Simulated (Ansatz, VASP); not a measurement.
## Two plane-wave programs on GaAs

The input POSCAR:

```
GaAs
1.0
    0.0000000000      2.8897467974      2.8897467974
    2.8897467974      0.0000000000      2.8897467974
    2.8897467974      2.8897467974      0.0000000000
Ga As
1 1
Direct
    0.0000000000      0.0000000000      0.0000000000
    0.2500000000      0.2500000000      0.2500000000
```

Contents of INCAR.step1:

```
ALGO = Normal ; EDIFF = 1E-4
ENCUT = 520 ; GGA = PE
GGA_COMPAT = F ; ISMEAR = -1
LASPH = T ; LCHARG = F
LREAL = F ; LSORBIT = T
LWAVE = T ; MAGMOM = 0 0 0 0 0 0
NBANDS = 30 ; NELM = 150
PREC = Accurate ; SIGMA = 0.02
```

The input INCAR.step2:

```
ALGO = Normal ; EDIFF = 1E-6
ENCUT = 520 ; GGA_COMPAT = F
ISIF = 2 ; ISMEAR = -1
ISTART = 1 ; LASPH = T
LCHARG = F ; LMIXTAU = T
LORBIT = 11 ; LORBMOM = T
LREAL = F ; LSORBIT = T
LWAVE = F ; MAGMOM = 0 0 0 0 0 0
METAGGA = R2SCAN ; NBANDS = 30
NELM = 150 ; PREC = Accurate
SIGMA = 0.02
```

The input KPOINTS:

```
k-points
0
Gamma
  8 8 8
```

Input for Ansatz:

```yaml
crystal:
  lattice:
    - [0.0, 2.8897467974, 2.8897467974]
    - [2.8897467974, 0.0, 2.8897467974]
    - [2.8897467974, 2.8897467974, 0.0]
  atoms:
    - { symbol: Ga, position: [0.0, 0.0, 0.0] }
    - { symbol: As, position: [0.25, 0.25, 0.25] }
kpoints:
  mp_grid: { grid: [8, 8, 8] }
  band_path:
    path:
      - [0.0, 0.0, 0.0]
      - [-0.5, -0.5, 0.0]
      - [-0.375, -0.375, 0.25]
      - [-0.375, 0.0, 0.375]
      - [0.0, 0.0, 0.5]
      - [-0.5, -0.25, 0.25]
    npoints: 1
hamiltonian:
  xc: r2scan
scf:
  occupations: { method: fermi_dirac, width: 0.02 }
  n_extra_bands: 8
magnetization:
  noncollinear: true
  spin_orbit: true
output:
  forces: true
  stress: true
  eigenvalues: true
```

Change from the starting cell: hydrostatic strain +2.0%.

Alike in both runs: task single point; functional r2SCAN; k mesh 8 × 8 × 8; occupations fermi-dirac, width 0.02 eV; non-collinear spin, spin-orbit coupling.

```csv
,VASP,Ansatz
version,VASP 6.6.1,Ansatz 0.2.0
potentials or method,"VASP PAW PBE potentials, release 64 (Ga_d, As)","plane waves, PAW"
plane-wave cutoff (eV),520,500
valence electrons in the cell,18,28
```

```csv
,VASP,Ansatz,Ansatz less VASP
pressure (GPa),-3.7,-3.8,-0.07
net moment per atom (μB),0.00,0.00,0.000
```

VASP's potentials were made for PBE, not for r2SCAN. With one functional, cell and mesh, what is left measures potentials, basis and numerics. VASP's potentials hold 18 valence electrons a cell and Ansatz's 28, so a difference there can come from the potentials and not from the codes.
